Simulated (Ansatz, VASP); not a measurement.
# One calculation of HfC, two programs

INCAR

```
PREC = Accurate
ENCUT = 520
EDIFF = 1E-6
ISMEAR = -1
SIGMA = 0.03
LREAL = False
LASPH = True
NELM = 80
ALGO = Normal
ISIF = 2
LWAVE = False
LCHARG = False
GGA = PS
NBANDS = 22
```

Contents of KPOINTS:

```
regular mesh
0
Gamma
  5 5 3
```

POSCAR

```
HfC
1.0
    3.3428660531      0.0000000000      0.0000000000
   -1.6714330265      2.8950069234      0.0000000000
    0.0000000000      0.0000000000      5.2027140000
Hf C
2 2
Direct
    0.3333333333      0.6666666667      0.2500000000
    0.6666666667      0.3333333333      0.7500000000
    0.0000000000      0.0000000000      0.5000000000
    0.0000000000      0.0000000000      0.0000000000
```

Contents of input.yaml:

```yaml
crystal:
  lattice:
    - [3.3428660531, 0.0, 0.0]
    - [-1.6714330265, 2.8950069234, 0.0]
    - [0.0, 0.0, 5.202714]
  atoms:
    - { symbol: Hf, position: [0.3333333333, 0.6666666667, 0.25] }
    - { symbol: Hf, position: [0.6666666667, 0.3333333333, 0.75] }
    - { symbol: C, position: [0.0, 0.0, 0.5] }
    - { symbol: C, position: [0.0, 0.0, 0.0] }
kpoints:
  mp_grid: { grid: [5, 5, 3] }
scf:
  occupations: { method: fermi_dirac, width: 0.03 }
hamiltonian:
  xc: pbesol
  pseudopotentials: { kind: all_electron, lapw: { basis_error: 0.002 } }
output:
  forces: true
  stress: true
  eigenvalues: true
```

Alike in both runs: task single point; functional PBEsol; k mesh 5 × 5 × 3; occupations fermi-dirac, width 0.03 eV; no spin polarisation.

|  | VASP | Ansatz |
| --- | --- | --- |
| version | VASP 6.6.1 | Ansatz 0.2.0 |
| potentials or method | VASP PAW PBE potentials, release 64 (Hf_pv, C), cutoff 520 eV | all-electron LAPW, scalar-relativistic |

Ansatz gave:

```
gap on the k mesh at the Fermi level (eV)                     : none
pressure (GPa)                                                : -7.3
traceless stress, the component that is largest in VASP (GPa) : 2.34
```

Problem. What did VASP give for the same quantities?

Solution. gap on the k mesh at the Fermi level (eV): none; pressure (GPa): -7.9; traceless stress, the component that is largest in VASP (GPa): 2.42.

VASP's potentials were made for PBE, not for PBEsol. A gap of «none» marks a metal or a gap that the smearing closes. Ansatz ran all-electron here, and VASP with PAW potentials.

The k mesh is coarse, so the values compare programs but aren't converged. Spin-orbit coupling is off throughout. Noted on Ansatz's run: the k mesh is thin for a metal, which can move the energy by tens of meV per atom.
